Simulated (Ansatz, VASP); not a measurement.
# Two plane-wave programs on TiCo

```
Co Ti
1.0
     3.21669    0.00000    0.00000
     0.00000    3.21669    0.00000
     0.00000    0.00000    3.21669
Co Ti
1 1
Direct
  0.50000 0.50000 0.50000
  0.00000 0.00000 0.00000
```

Change from the starting cell: volume scaled by 1.25.

Alike in both runs: functional r2SCAN; dispersion rVV10; k mesh 9 × 9 × 9; occupations fermi-dirac, width 0.05 eV; collinear spin.

|  | VASP | Ansatz |
| --- | --- | --- |
| version | VASP 6.6.1 | Ansatz 0.2.0 |
| potentials or method | VASP PAW PBE potentials, release 64 (Co, Ti_sv) | SG15 NC |
| plane-wave cutoff (eV) | 520 | 1225 |
| valence electrons in the cell | 21 | 29 |
| task | single point | electron localisation function |

VASP gave:

```
gap on the k mesh at the Fermi level (eV)                     : none
net moment per atom (μB)                                      : 0.44
size of the moment on the site where the two differ most (μB) : 1.78
```

**Question.** Estimate Ansatz's values.

**Answer.** gap on the k mesh at the Fermi level (eV): none; net moment per atom (μB): 0.44; size of the moment on the site where the two differ most (μB): 1.91.

VASP's potentials were made for PBE, not for r2SCAN. Site moments also hang on the region over which each program counts them. A gap of «none» marks a metal or a gap that the smearing closes. VASP's potentials hold 21 valence electrons a cell and Ansatz's 29, so a difference there can come from the potentials and not from the codes.

Noted on Ansatz's run: the rVV10 pressure on norm-conserving files is uncertain; the magnetic or orbital state may not be the lowest.
